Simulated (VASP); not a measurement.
Wanted: the native input for a VASP 6.6.1 run.

```yaml
Task: single point
Functional: PBE
Dispersion: D3(BJ)
Potentials_or_basis: VASP PAW PBE potentials, release 64 (Si, C)
Cutoff: 520 eV
k_mesh: 10 × 10 × 10
Occupations: gaussian, width 0.02 eV
Spin: no spin polarisation
Dipole_correction: no
Further_INCAR_settings: ALGO = Normal; EDIFF = 1e-06; NBANDS = 11
```

The structure of SiC lies in POSCAR:

```
SiC
1.0
    0.0000000000      2.1743935705      2.1743935705
    2.1743935705      0.0000000000      2.1743935705
    2.1743935705      2.1743935705      0.0000000000
Si C
1 1
Direct
    0.2500000000      0.2500000000      0.2500000000
    0.0000000000      0.0000000000      0.0000000000
```

These files were run (other wordings do the same):

INCAR

```
SYSTEM = SiC
PREC = Accurate ; ENCUT = 520
EDIFF = 1E-6 ; ISMEAR = 0
SIGMA = 0.02 ; LREAL = .False.
LASPH = .True. ; NELM = 60
ALGO = Normal ; ISIF = 2
LWAVE = .False. ; LCHARG = .False.
GGA = PE ; IVDW = 12
NBANDS = 11
```

KPOINTS

```
regular mesh
0
Gamma
  10 10 10
  0 0 0
```

Potentials or basis: VASP PAW PBE potentials, release 64 (Si, C).

Command:

```console
$ cat potpaw_PBE.64/Si/POTCAR potpaw_PBE.64/C/POTCAR > POTCAR
$ mpirun -np 1 vasp_std > vasp.out
```

It gave:

```json
{
  "Pressure": "-0.1 GPa",
  "Band gap on the k mesh": "1.35 eV, indirect (least direct gap 4.55 eV)",
  "Dispersion energy per atom": "-0.303 eV"
}
```

Run time: 4.5 s on 1 thread of Intel Xeon 6975P-C, with other jobs on the host, peak memory 0.15 GiB.
